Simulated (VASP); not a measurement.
Here is a VASP 6.6.1 calculation.

The input INCAR:

```
SYSTEM = SrTiO3
ALGO     = Normal         ! electronic algorithm
EDIFF    = 1E-6           ! SCF threshold, eV
ENCUT    = 520            ! plane-wave cutoff, eV
GGA      = PE             ! functional
ISIF     = 2              ! what is computed and relaxed
ISMEAR   = -1             ! smearing method
LASPH    = .True.         ! aspherical terms in the spheres
LCHARG   = .False.        ! write CHGCAR
LREAL    = .False.        ! projectors in reciprocal space
LWAVE    = .False.        ! write WAVECAR
NBANDS   = 28             ! bands
NELM     = 100            ! most SCF steps
PREC     = Accurate       ! precision mode
SIGMA    = 0.05           ! smearing width, eV
```

Contents of KPOINTS:

```
k-points
0
Gamma
  7 7 7
  0 0 0
```

The input POSCAR:

```
SrTiO3
1.0
    3.9050000000      0.0000000000      0.0000000000
    0.0000000000      3.9050000000      0.0000000000
    0.0000000000      0.0000000000      3.7878500000
Sr Ti O
1 1 3
Direct
    0.0000000000      0.0000000000      0.0000000000
    0.5000000000      0.5000000000      0.5000000000
    0.0000000000      0.5000000000      0.5000000000
    0.5000000000      0.0000000000      0.5000000000
    0.5000000000      0.5000000000      0.0000000000
```

Potentials or basis: VASP PAW PBE potentials, release 64 (Sr_sv, Ti_sv, O).

Run with:

```sh
$ cat potpaw_PBE.64/Sr_sv/POTCAR potpaw_PBE.64/Ti_sv/POTCAR potpaw_PBE.64/O/POTCAR > POTCAR
$ mpirun -np 1 vasp_std > vasp.out
```

Problem. Predict the pressure.

Solution. 11.5 GPa.

Problem. What does it give for the band gap on the k mesh?

Solution. 1.94 eV, indirect (least direct gap 2.18 eV).

Stress tensor (GPa, compression positive):
```
 8.52  0.00  0.00
 0.00  8.52  0.00
 0.00  0.00 17.40
```

Caveat: the cell differs from its parent crystal (zz strain of -3 %). A k mesh can miss the band edges.
